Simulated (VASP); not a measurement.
Be: single point with PBE

Crystal: Be.

```
Be
1.0
     2.14335    0.00000    0.00000
    -1.07167    1.85620    0.00000
     0.00000    0.00000    2.46292
Be
1
Direct
  0.00000 0.00000 0.00000
```

```yaml
Program: VASP 6.6.1
Task: single point
Functional: PBE
Potentials_or_basis: VASP PAW PBE potentials, release 64 (Be)
Cutoff: 520 eV
k_mesh: 20 × 20 × 18
Occupations: fermi-dirac, width 0.05 eV
Spin: no spin polarisation
Dipole_correction: no
Further_INCAR_settings: ALGO = Normal; EDIFF = 1e-07; NBANDS = 7
```

* Pressure: 0.1 GPa
* Band gap on the k mesh: zero (band 1 reaches 7.56 eV, above the bottom of band 2 at 0.81 eV)

Stress tensor (GPa, compression positive):
```
0.17 0.00 0.00
0.00 0.17 0.00
0.00 0.00 0.03
```

Levels at points of the mesh, in eV from the Fermi level:
```tsv
k point	band 1	band 2	band 3	band 4
(0.00, 0.00, 0.00)	-9.35	8.37	15.09	20.64
(0.50, 0.00, 0.00)	-2.95	2.11	14.23	15.29
(0.00, 0.00, 0.50)	-4.89	-3.76	22.12	22.12
(0.50, 0.00, 0.50)	0.17	3.93	8.11	8.56
```

Wall time 7.7 s on 1 thread of Intel(R) Xeon(R) Platinum 8488C (Sapphire Rapids), on a shared host, peak memory 0.13 GiB.
